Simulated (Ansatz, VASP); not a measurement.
# InSb in VASP and in Ansatz

Contents of POSCAR:

```
InSb
1.0
    0.0000000000      3.4575905712      3.4575905712
    3.4575905712      0.0000000000      3.4575905712
    3.4575905712      3.4575905712      0.0000000000
In Sb
1 1
Direct
    0.0000000000      0.0000000000      0.0000000000
    0.2500000000      0.2500000000      0.2500000000
```

File INCAR.step1:

```
SYSTEM = InSb
  PREC = Accurate
  ENCUT = 520
  EDIFF = 1E-5
  ISMEAR = -1
  SIGMA = 0.02
  LREAL = .False.
  LASPH = .True.
  NELM = 60
  ALGO = Normal
  ISIF = 2
  LWAVE = .True.
  LCHARG = .False.
  GGA = PE
  NBANDS = 16
```

Contents of INCAR.step2:

```
SYSTEM = InSb
  PREC = Accurate
  ENCUT = 520
  EDIFF = 1E-6
  ISMEAR = -1
  SIGMA = 0.02
  LREAL = .False.
  LASPH = .True.
  NELM = 60
  ALGO = Normal
  ISIF = 2
  LWAVE = .False.
  LCHARG = .False.
  GGA = PE
  LHFCALC = .True.
  HFSCREEN = 0.2079
  PRECFOCK = Normal
  ISTART = 1
  NBANDS = 16
```

The input KPOINTS:

```
regular mesh
0
Gamma
  4 4 4
  0 0 0
```

Input for Ansatz:

```yaml
crystal:
  lattice:
    - [0.0, 3.4575905712, 3.4575905712]
    - [3.4575905712, 0.0, 3.4575905712]
    - [3.4575905712, 3.4575905712, 0.0]
  atoms:
    - { symbol: In, position: [0.0, 0.0, 0.0] }
    - { symbol: Sb, position: [0.25, 0.25, 0.25] }
kpoints:
  mp_grid: { grid: [4, 4, 4] }
  band_path:
    path:
      - [0.0, 0.0, 0.0]
      - [-0.5, -0.5, 0.0]
      - [-0.375, -0.375, 0.25]
      - [-0.375, 0.0, 0.375]
      - [0.0, 0.0, 0.5]
      - [-0.5, -0.25, 0.25]
    npoints: 1
hamiltonian:
  xc: hse06
scf:
  occupations: { method: fermi_dirac, width: 0.02 }
  n_extra_bands: 4
output:
  forces: true
  stress: true
  eigenvalues: true
```

Change from the starting cell: hydrostatic strain +5.4%.

Alike in both runs: task single point; functional HSE06; k mesh 4 × 4 × 4; occupations fermi-dirac, width 0.02 eV; no spin polarisation.

```csv
,VASP,Ansatz
version,VASP 6.6.1,Ansatz 0.2.0
potentials or method,"VASP PAW PBE potentials, release 64 (In_d, Sb)","plane waves, PAW"
plane-wave cutoff (eV),520,420
valence electrons in the cell,18,28
```

VASP gave:

| Quantity | Value |
| --- | --- |
| pressure (GPa) | -4.8 |

Q: What did Ansatz give for the same quantities?

A: Pressure (GPa): -4.5.

VASP's potentials hold 18 valence electrons a cell and Ansatz's 28, so a difference there can come from the potentials and not from the codes. Ansatz's warnings: filled band counts differ across k points, stress exchange threshold loose, stress scf threshold loose.

The k mesh is coarse, so the values compare programs but aren't converged. Neither program's run includes spin-orbit coupling.
